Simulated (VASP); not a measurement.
# GaSb (F-43m) in VASP: further runs, part 2 of 2

VASP 6.6.1. The steps go on from the part before.

### 3 Single point, PBEsol

This run uses another cell than the first one, of 24.82 Å³/atom.

INCAR

```
SYSTEM = GaSb
ALGO = Normal
EDIFF = 1E-7
ENCUT = 520
GGA = PS
ISIF = 2
ISMEAR = -1
LASPH = .TRUE.
LCHARG = .FALSE.
LREAL = .FALSE.
LWAVE = .FALSE.
NBANDS = 16
NELM = 100
PREC = Accurate
SIGMA = 0.1
```

KPOINTS

```
k-points
0
G
  14 14 14
  0 0 0
```

POSCAR

```
GaSb
1.0
    0.0000000000      2.9171365252      2.9171365252
    2.9171365252      0.0000000000      2.9171365252
    2.9171365252      2.9171365252      0.0000000000
Ga Sb
1 1
Direct
    0.0000000000      0.0000000000      0.0000000000
    0.7500000000      0.7500000000      0.7500000000
```

Potentials or basis: VASP PAW PBE potentials, release 64 (Ga_d, Sb).

Run with:

```console
cat potpaw_PBE.64/Ga_d/POTCAR potpaw_PBE.64/Sb/POTCAR > POTCAR
mpirun -np 1 vasp_std > vasp.out
```

OUTCAR:

```text
SYSTEM = GaSb
   EDIFF = 1E-7
   ENCUT = 520
   GGA = PS
   ISIF = 2
   ISMEAR = -1
   LASPH = .TRUE.
   LREAL = .FALSE.
   NELM = 100
   PREC = Accurate

 ion  position               nearest neighbor table
   1  0.000  0.000  0.000-   2 2.53   2 2.53   2 2.53   2 2.53
   2  0.750  0.750  0.750-   1 2.53   1 2.53   1 2.53   1 2.53

  LATTYP: Found a face centered cubic cell.
 ALAT       =     5.8342730504

  Lattice vectors:

 A1 = (   0.0000000000,   2.9171365252,   2.9171365252)
 A2 = (   2.9171365252,   0.0000000000,   2.9171365252)
 A3 = (   2.9171365252,   2.9171365252,   0.0000000000)

Analysis of symmetry for initial positions (statically):
=====================================================================
 Subroutine PRICEL returns:
 Original cell was already a primitive cell.

 Routine SETGRP: Setting up the symmetry group for a
 face centered cubic supercell.

 Subroutine GETGRP returns: Found 24 space group operations
 (whereof 24 operations were pure point group operations)
 out of a pool of 48 trial point group operations.

The static configuration has the point symmetry T_d .

Analysis of symmetry for dynamics (positions and initial velocities):
=====================================================================
 Subroutine PRICEL returns:
 Original cell was already a primitive cell.

 Routine SETGRP: Setting up the symmetry group for a
 face centered cubic supercell.

 Subroutine GETGRP returns: Found 24 space group operations
 (whereof 24 operations were pure point group operations)
 out of a pool of 48 trial point group operations.

The dynamic configuration has the point symmetry T_d .

 Subroutine INISYM returns: Found 24 space group operations
 (whereof 24 operations are pure point group operations),
 and found     1 'primitive' translations

[... 105 lines left out ...]
   NELECT =      18.0000    total number of electrons
   NUPDOWN=      -1.0000    fix difference up-down
   EMIN   =  10.00;   EMAX   =-10.00  energy-range for DOS
   EFERMI =   0.00;   METHOD = LEGACY
   ISMEAR =    -1;   SIGMA  =   0.10  broadening in eV -4-tet -1-fermi 0-gaus
   EFERMI_NEDOS =   21; number of points for ismear=-14 and -15
   IALGO  =     38    algorithm
   IMIX   =      4    mixing-type and parameters
     AMIX     =   0.40;   BMIX     =  1.00
     AMIX_MAG =   1.60;   BMIX_MAG =  1.00
  volume/ion in A,a.u.               =      24.82       167.52
  Fermi-wavevector in a.u.,A,eV,Ry     =   1.167344  2.205961 18.540555  1.362692
  Thomas-Fermi vector in A             =   2.303846
   LORBIT       =      0    0 simple, 1 ext, 2 COOP (PROOUT), +10 PAW based schemes
   GGA     = PS    functional components
   LHFCALC =     F    Hartree Fock is set to
   AEXX    =    0.0000 exact exchange contribution
   IVDW    =     0    specifies the selected vdW correction
   LEPSILON=     F    determine dielectric tensor
   LRPA    =     F    only Hartree local field effects (RPA)
 non-spin polarized calculation
  energy-cutoff  :      520.00
  volume of cell :       49.65
 maximum number of plane-waves:      1363
   NGX = 15   NGY = 15   NGZ = 15

 number of electron      17.9999992 magnetization

 Free energy of the ion-electron system (eV)
  ---------------------------------------------------
  ext. energy  EPLUGINS =         0.00000000
  ---------------------------------------------------
  free energy    TOTEN  =        -7.94712478 eV

  energy without entropy =       -7.94630097  energy(sigma->0) =       -7.94671287

 E-fermi :   6.5561     XC(G=0):  -9.9010

 val. band max:        6.3067288153   @ k =   0.0000   0.0000   0.0000
 cond. band min:       6.8687466215   @ k =   0.4286   0.4286   0.0000
 fundamental gap:      0.5620178062
 Fermi energy:         6.5560759803

 k-point     1 :       0.0000    0.0000    0.0000
  band No.  band energies     occupation
      1      -9.0447      2.00000
      2      -9.0447      2.00000
      3      -9.0447      2.00000
      4      -8.9677      2.00000
      5      -8.9677      2.00000
      6      -6.2888      2.00000
[... 433 lines left out ...]
      3      -9.0289      2.00000
      4      -8.9738      2.00000
      5      -8.9661      2.00000
      6      -5.4000      2.00000
[... 8 lines left out ...]
     15      14.8325      0.00000
     16      15.3083      0.00000

 [... further k-points ...]
[... 5 lines left out ...]
  --------------------------------------------------------------------------------------
  -------------------------------------------------------------------------------------
  Total        3.1463011      3.1463011      3.1463011     -0.0000000     -0.0000000     -0.0000000
  in kB      101.5337918    101.5337918    101.5337918     -0.0000000     -0.0000000     -0.0000000
  external PRESSURE =     101.5337918 kB  Pullay stress =       0.0000000 kB

 VOLUME and BASIS-vectors are now :
 -----------------------------------------------------------------------------
  energy-cutoff  :      520.00
  volume of cell :       49.65
      direct lattice vectors                 reciprocal lattice vectors
     0.000000000  2.917136525  2.917136525    -0.171400960  0.171400960  0.171400960
     2.917136525  0.000000000  2.917136525     0.171400960 -0.171400960  0.171400960
     2.917136525  2.917136525  0.000000000     0.171400960  0.171400960 -0.171400960

 POSITION                                       TOTAL-FORCE (eV/Angst)
 -----------------------------------------------------------------------------------
      0.00000      0.00000      0.00000         0.000000      0.000000     -0.000000
      4.37570      4.37570      4.37570        -0.000000     -0.000000      0.000000
 -----------------------------------------------------------------------------------
    total drift:                               -0.000000     -0.000000     -0.000000

  FREE ENERGIE OF THE ION-ELECTRON SYSTEM (eV)
  ---------------------------------------------------
  free  energy   TOTEN  =        -7.9471247752 eV

  energy  without entropy=       -7.9463009664  energy(sigma->0) =       -7.94671287
```

stdout:

```text
POSCAR found type information on POSCAR GaSb
 POSCAR found :  2 types and       2 ions
 scaLAPACK will be used
 -----------------------------------------------------------------------------
|                                                                             |
|                                                                             |
|     You enforced a specific xc type in the INCAR file but a different       |
|     I HOPE YOU KNOW WHAT YOU ARE DOING!                                     |
|                                                                             |
 -----------------------------------------------------------------------------

 LDA part: xc-table for (Slater+PW92), standard interpolation
 POSCAR, INCAR and KPOINTS ok, starting setup
 FFT: planning ... GRIDC
 FFT: planning ... GRID_SOFT
 FFT: planning ... GRID
 WAVECAR not read
 entering main loop
```

Run time: 78 s. Hardware: 1 thread of Intel Xeon 8259CL, shared host; peak memory 0.24 GiB.

Results:

```
Free energy            : -7.9471 eV
Pressure               : 10.2 GPa
Band gap on the k mesh : 0.56 eV (least direct gap 1.06 eV)
```

Caveat: the cell stands under pressure; the PAW data sets were made with another functional, which shifts forces and pressure a little; spin-orbit coupling is left out, which moves the levels of the heavy elements. A k mesh can miss the band edges.
